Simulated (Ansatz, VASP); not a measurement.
# Be: VASP beside Ansatz

INCAR

```
SYSTEM = Be
PREC = Accurate ; ENCUT = 600
EDIFF = 1E-6 ; ISMEAR = -1
SIGMA = 0.05 ; LREAL = .False.
LASPH = .True. ; NELM = 120
ALGO = Normal ; ISIF = 2
LWAVE = .False. ; LCHARG = .False.
GGA = PE ; NBANDS = 7
GGA_COMPAT = .False.
```

Contents of KPOINTS:

```
Automatic mesh
0
Gamma
  15 15 15
  0 0 0
```

File POSCAR:

```
Be
1.0
    2.1729507032      0.0000000000      0.0000000000
    0.0000000000      2.1729507032      0.0000000000
    0.0000000000      0.0000000000      2.1729507032
Be
1
Direct
    0.0000000000      0.0000000000      0.0000000000
```

Input for Ansatz:

```yaml
crystal:
  lattice:
    - [2.1729507032, 0.0, 0.0]
    - [0.0, 2.1729507032, 0.0]
    - [0.0, 0.0, 2.1729507032]
  atoms:
    - { symbol: Be, position: [0.0, 0.0, 0.0] }
kpoints:
  mp_grid: { grid: [15, 15, 15] }
  band_path:
    path:
      - [0.0, 0.0, 0.0]
      - [0.0, 0.5, 0.0]
      - [0.5, 0.5, 0.0]
      - [0.0, 0.0, 0.0]
      - [0.5, 0.5, 0.5]
      - [0.0, 0.5, 0.0]
      - [0.5, 0.5, 0.5]
      - [0.5, 0.5, 0.0]
    npoints: 5
scf:
  occupations: { method: fermi_dirac, width: 0.05 }
hamiltonian:
  xc: pbe
  pseudopotentials:
    kind: all_electron
    lapw: { basis_error: 0.0005 }
    relativity: none
output:
  forces: true
  stress: true
  eigenvalues: true
```

Alike in both runs: task single point; functional PBE; k mesh 15 × 15 × 15; occupations fermi-dirac, width 0.05 eV; no spin polarisation.

```csv
,VASP,Ansatz
version,VASP 6.6.1,Ansatz 0.2.0
potentials or method,"VASP PAW PBE potentials, release 64 (Be), cutoff 600 eV","all-electron LAPW, non-relativistic"
```

Ansatz gave:

```
pressure (GPa) : 0.0
```

Q: What did VASP give for the same quantities?

A: Pressure (GPa): 0.1.

Ansatz ran all-electron here, and VASP with PAW potentials.
